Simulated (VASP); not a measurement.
Here is a VASP 6.6.1 calculation.

INCAR

```
PREC = Accurate ; ENCUT = 520
EDIFF = 1E-7 ; ISMEAR = -1
SIGMA = 0.1 ; LREAL = False
LASPH = True ; NELM = 100
ALGO = Normal ; ISIF = 2
LWAVE = False ; LCHARG = True
GGA = CA ; LELF = True
LVHAR = True ; NBANDS = 7
```

Contents of KPOINTS:

```
Automatic mesh
0
Gamma
  14 14 14
```

The input POSCAR:

```
Mg
1.0
    0.0000000000      2.3017254471      2.3017254471
    2.3017254471      0.0000000000      2.3017254471
    2.3017254471      2.3017254471      0.0000000000
Mg
1
Direct
    0.0000000000      0.0000000000      0.0000000000
```

Potentials or basis: VASP PAW LDA potentials, release 64 (Mg).

The run is started by

```sh
$ cat potpaw_LDA.64/Mg/POTCAR > POTCAR
$ mpirun -np 1 vasp_std > vasp.out
```

Task: What does it give for the band gap on the k mesh?

Result: Zero (band 1 reaches 3.15 eV, above the bottom of band 2 at 0.83 eV).

Task: Predict the pressure.

Result: -3.7 GPa.
